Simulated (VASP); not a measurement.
HfBiH2:

```
Hf Bi H
1.0
     3.28157    0.00000    0.00000
    -1.64079    2.84193    0.00000
     0.00000    0.00000   11.49222
Hf Bi H
2 2 4
Cartesian
  0.0000 0.0000 5.7461
  0.0000 0.0000 0.0000
  1.6408 0.9473 2.8731
  0.0000 1.8946 8.6192
  0.0000 1.8946 4.6065
  1.6408 0.9473 10.3526
  1.6408 0.9473 6.8857
  0.0000 1.8946 1.1396
```

* Program: VASP 6.6.1
* Task: relaxation of cell and atoms
* Functional: PBE
* Potentials or basis: VASP PAW PBE potentials, release 64 (Hf_pv, Bi_d, H)
* Cutoff: 600 eV
* k mesh: 6 × 6 × 2
* Occupations: gaussian, width 0.1 eV
* Spin: no spin polarisation

At the start: pressure 3.4 GPa; volume 13.40 Å³/atom.

**Question.** Where does the relaxation end?

**Answer.** Over 16 steps the energy falls by 260.3 meV/atom and the volume is 14.08 Å³/atom (+5.1 %); space group P6_3/mmc (No. 194, to 0.05 Å).

Step by step:
| step | energy change (eV) | largest force (eV/Å) | pressure (GPa) | volume (Å³) |
| --- | --- | --- | --- | --- |
| 1 | 0.0000 | 1.7134 | 3.39 | 107.18 |
| 2 | -0.5674 | 1.4788 | -0.67 | 111.63 |
| 3 | -1.2200 | 1.0040 | -6.73 | 121.57 |
| 4 | -1.6462 | 0.7033 | -2.95 | 117.11 |
| 5 | -1.8256 | 0.3291 | 2.37 | 112.34 |
| 6 | -1.9086 | 0.2253 | 1.62 | 113.26 |
| 7 | -2.0108 | 0.0639 | -0.11 | 115.48 |
| 8 | -2.0265 | 0.0228 | -0.87 | 116.48 |
| 9 | -2.0291 | 0.0006 | -1.35 | 117.09 |
| 10 | -2.0526 | 0.0282 | 0.19 | 114.60 |
| 11 | -2.0559 | 0.0507 | 1.28 | 113.00 |
| 12 | -2.0665 | 0.0481 | 1.07 | 112.56 |
| 13 | -2.0793 | 0.0518 | 0.77 | 111.82 |
| 14 | -2.0148 | 0.0817 | 0.74 | 110.18 |
| 15 | -2.0802 | 0.0522 | 0.74 | 111.66 |
| 16 | -2.0828 | 0.0338 | 0.00 | 112.62 |

Final structure:
```
CELL_PARAMETERS angstrom
3.44063 0.00000 0.00000
-1.72031 2.97967 0.00000
0.00000 0.00000 10.98481
ATOMIC_POSITIONS crystal
Hf 0.00000 0.00000 0.50000
Hf 0.00000 0.00000 0.00000
Bi 0.66667 0.33333 0.25000
Bi 0.33333 0.66667 0.75000
H 0.33333 0.66667 0.46448
H 0.66667 0.33333 0.96448
H 0.66667 0.33333 0.53552
H 0.33333 0.66667 0.03552
```

Caveat: the k points lie up to 0.35 Å⁻¹ apart in the final cell.
